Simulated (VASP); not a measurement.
Input of a VASP 6.6.1 run:

Contents of INCAR:

```
ALGO     = Normal         # electronic algorithm
EDIFF    = 1E-7           # SCF threshold, eV
EDIFFG   = -0.005         # ionic threshold
ENCUT    = 600            # plane-wave cutoff, eV
GGA_COMPAT= False        
IBRION   = 2              # ionic algorithm
ISIF     = 4              # what is computed and relaxed
ISMEAR   = -1             # smearing method
LASPH    = True           # aspherical terms in the spheres
LCHARG   = False          # write CHGCAR
LREAL    = False          # projectors in reciprocal space
LWAVE    = False          # write WAVECAR
NELM     = 120            # most SCF steps
NELMIN   = 4            
NSW      = 50             # ionic steps
PREC     = Accurate       # precision mode
SIGMA    = 0.1            # smearing width, eV
```

Contents of KPOINTS:

```
k-points
0
Gamma
  7 7 10
```

File POSCAR:

```
MgF2
1.0
    3.8850150611      0.0000000000      0.0000000000
    0.0000000000      3.8850150611      0.0000000000
    0.0000000000      0.0000000000      2.5683671990
Mg F
2 4
Direct
    0.0000000000      0.0000000000      0.0000000000
    0.5000000000      0.5000000000      0.5000000000
    0.3029800056      0.3029800056      0.0000000000
    0.6970199944      0.6970199944      0.0000000000
    0.8029800056      0.1970199944      0.5000000000
    0.1970199944      0.8029800056      0.5000000000
```

Potentials or basis: VASP PAW LDA potentials, release 64 (Mg, F).

Command:

```console
$ cat potpaw_LDA.64/Mg/POTCAR potpaw_LDA.64/F/POTCAR > POTCAR
$ mpirun -np 1 vasp_std > vasp.out
```

(1) Estimate the band gap on the k mesh.

## Answers

(1) 11.07 eV.
